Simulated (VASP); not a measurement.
Set up this calculation in VASP 6.6.1, as the native input.

```
Task                   : single point
Functional             : PBEsol
Potentials or basis    : VASP PAW PBE potentials, release 64 (Co, Sn_d)
Cutoff                 : 520 eV
k mesh                 : 12 × 12 × 8
Occupations            : gaussian, width 0.1 eV
Spin                   : no spin polarisation
Dipole correction      : no
Further INCAR settings : ALGO = Fast; EDIFF = 1e-06; NBANDS = 44
```

The structure of CoSn lies in POSCAR:

```
CoSn
1.0
    5.2197158217      0.0000000000      0.0000000000
   -2.6098579108      4.5204065021      0.0000000000
    0.0000000000      0.0000000000      4.2518413221
Co Sn
3 3
Direct
    0.0000000000      0.5000000000      0.0000000000
    0.5000000000      0.5000000000      0.0000000000
    0.5000000000      0.0000000000      0.0000000000
    0.6666666667      0.3333333333      0.5000000000
    0.3333333333      0.6666666667      0.5000000000
    0.0000000000      0.0000000000      0.0000000000
```

This cell differs from its parent crystal: strain along c alone, the other axes held: +2.0 %.

One way to write it, as run:

INCAR

```
SYSTEM = CoSn
PREC = Accurate
ENCUT = 520
EDIFF = 1E-6
ISMEAR = 0
SIGMA = 0.1
LREAL = .FALSE.
LASPH = .TRUE.
NELM = 60
ALGO = Fast
ISIF = 2
LWAVE = .FALSE.
LCHARG = .FALSE.
GGA = PS
NBANDS = 44
```

KPOINTS

```
Automatic mesh
0
G
  12 12 8
  0 0 0
```

Potentials or basis: VASP PAW PBE potentials, release 64 (Co, Sn_d).

The run is started by

```console
$ cat potpaw_PBE.64/Co/POTCAR potpaw_PBE.64/Sn_d/POTCAR > POTCAR
$ mpirun -np 1 vasp_std > vasp.out
```

Results of the run:

```json
{
 "Pressure": "-2.8 GPa",
 "Band gap on the k mesh": "zero (an odd number of electrons rules out a gap without spin polarisation)"
}
```

Caveat: the cell differs from its parent crystal (strain along c alone, the other axes held: +2.0 %); the PAW data sets were made with another functional, which shifts forces and pressure a little; spin-orbit coupling is left out, which moves the levels of the heavy elements; the run has no spin polarisation, though such a crystal can be magnetic.

Wall time 3.4 min on 1 thread of Intel(R) Xeon(R) 6975P-C (Granite Rapids) (shared host), peak memory 0.45 GiB.
